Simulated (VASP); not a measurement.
Set up this calculation in VASP 6.6.1, as the native input.

- Task: single point
- Functional: PBE
- Potentials or basis: VASP PAW PBE potentials, release 64 (B, P)
- Cutoff: 520 eV
- k mesh: 1 × 1 × 10
- Occupations: gaussian, width 0.05 eV
- Spin: collinear spin
- Starting moments: [0.3, 0.3, 0.3, 0.3, 0.3, 0.3, 0.3, 0.3, 0.3, 0.3, 0.3, 0.3, 0.3, 0.3, 0.3, 0.3, 0.3, 0.3, 0.3, 0.3] μB
- Dipole correction: no
- Further INCAR settings: LREAL = Auto; ALGO = Normal; EDIFF = 1e-06; NBANDS = 60

The structure of BP lies in POSCAR:

```
BP
1.0
   17.0000000000      0.0000000000      0.0000000000
    0.0000000000     18.4000000000      0.0000000000
    0.0000000000      0.0000000000      3.2161364922
B P
10 10
Direct
    0.5472961249      0.7471904264      0.0000000000
    0.5472961249      0.5000000000      0.0000000000
    0.5472961249      0.2528095736      0.0000000000
    0.4527038751      0.6235952132      0.5000000000
    0.4527038751      0.3764047868      0.5000000000
    0.2635193756      0.3764047868      0.5000000000
    0.6418883747      0.6235952132      0.5000000000
    0.6418883747      0.3764047868      0.5000000000
    0.3581116253      0.5000000000      1.0000000000
    0.7364806244      0.5000000000      0.0000000000
    0.5472961249      0.5617976066      0.5000000000
    0.5472961249      0.3146071802      0.5000000000
    0.2635193756      0.4382023934      1.0000000000
    0.6418883747      0.6853928198      0.0000000000
    0.6418883747      0.4382023934      0.0000000000
    0.4527038751      0.6853928198      1.0000000000
    0.4527038751      0.4382023934      1.0000000000
    0.3581116253      0.5617976066      0.5000000000
    0.3581116253      0.3146071802      0.5000000000
    0.7364806244      0.5617976066      0.5000000000
```

The input as run:

INCAR

```
ALGO     = Normal         # electronic algorithm
EDIFF    = 1E-6           # SCF threshold, eV
ENCUT    = 520            # plane-wave cutoff, eV
GGA      = PE             # functional
ISIF     = 2              # what is computed and relaxed
ISMEAR   = 0              # smearing method
ISPIN    = 2              # spin polarisation
LASPH    = True           # aspherical terms in the spheres
LCHARG   = False          # write CHGCAR
LORBIT   = 11             # projections on sites
LREAL    = Auto         
LWAVE    = False          # write WAVECAR
MAGMOM   = 0.3 0.3 0.3 0.3 0.3 0.3 0.3 0.3 0.3 0.3 0.3 0.3 0.3 0.3 0.3 0.3 0.3 0.3 0.3 0.3 # initial moments
NBANDS   = 60             # bands
NELM     = 150            # most SCF steps
PREC     = Accurate       # precision mode
SIGMA    = 0.05           # smearing width, eV
```

KPOINTS

```
k-points
0
Gamma
  1 1 10
```

Potentials or basis: VASP PAW PBE potentials, release 64 (B, P).

Run with:

```bash
$ cat potpaw_PBE.64/B/POTCAR potpaw_PBE.64/P/POTCAR > POTCAR
$ mpirun -np 1 vasp_std > vasp.out
```

Results of the run:

```json
{
  "Largest force": "3.254 eV/Å",
  "Net moment": "3.76 μB per cell",
  "Site moments": "B +0.35, +0.02, +0.40, +0.03, +0.07, +0.28, +0.01, +0.12 (each value once); P +0.02, +0.03, +0.06, +0.18, -0.01, +0.20, -0.00, -0.05, -0.02 (each value once) μB",
  "Valence electrons inside the program's atomic spheres": "B 1.59, 1.92, 1.62, 1.89, 1.91, 1.74, 1.88, 1.78, 1.75 (each value once); P 2.54, 2.51, 2.52, 2.50, 2.53, 2.43 (each value once)"
}
```

Caveat: a moment this small can come from the mesh or the smearing.

Wall time 58 min on 1 thread of Oxide Virtual Turin-like Processor, with other jobs on the host, peak memory 1.4 GiB.
